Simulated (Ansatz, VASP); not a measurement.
# H in VASP and in Ansatz

```
CELL_PARAMETERS angstrom
6.60385 0.00000 0.00000
0.00000 6.60385 0.00000
0.00000 0.00000 6.60385
ATOMIC_POSITIONS crystal
H 0.19696 0.95482 0.43417
H 0.23594 0.05214 0.47908
H 0.87373 0.54682 0.16656
H 0.95255 0.46546 0.16247
H 0.18830 0.97315 0.14267
H 0.13347 0.90375 0.07129
H 0.63899 0.35304 0.47357
H 0.56092 0.27068 0.47326
H 0.75271 0.86922 0.93949
H 0.71375 0.78065 0.88022
H 0.37599 0.27886 0.77036
H 0.37290 0.17260 0.81146
H 0.02455 0.00215 0.79002
H 0.02617 0.10992 0.75548
H 0.29415 0.50314 0.29992
H 0.29563 0.49801 0.18657
H 0.56996 0.34061 0.09553
H 0.62685 0.25081 0.05492
H 0.77730 0.88121 0.53939
H 0.81885 0.92922 0.44557
H 0.18179 0.59919 0.74642
H 0.26749 0.65888 0.79093
H 0.48637 0.81583 0.28848
H 0.54699 0.78506 0.19778
```

Alike in both runs: functional PBE; dispersion D3(BJ); k mesh 1 × 1 × 1; occupations fermi-dirac, width 0.05 eV; no spin polarisation.

Ansatz relaxed the structure, and its values are those at the end. VASP's run is a single point on that final structure, the one shown.

|  | VASP | Ansatz |
| --- | --- | --- |
| version | VASP 6.6.1 | Ansatz 0.2.0 |
| potentials or method | VASP PAW PBE potentials, release 64 (H), cutoff 520 eV | scalar-relativistic, plane waves, PAW |
| valence electrons in the cell | 24 | 24 |

```csv
,VASP,Ansatz,Ansatz less VASP
gap on the k mesh at the Fermi level (eV),8.56,8.56,+0.001
rms of the force components (eV/Å),0.058,0.054,-0.0044
```

Ansatz's warnings: xc potential rough in thin density.
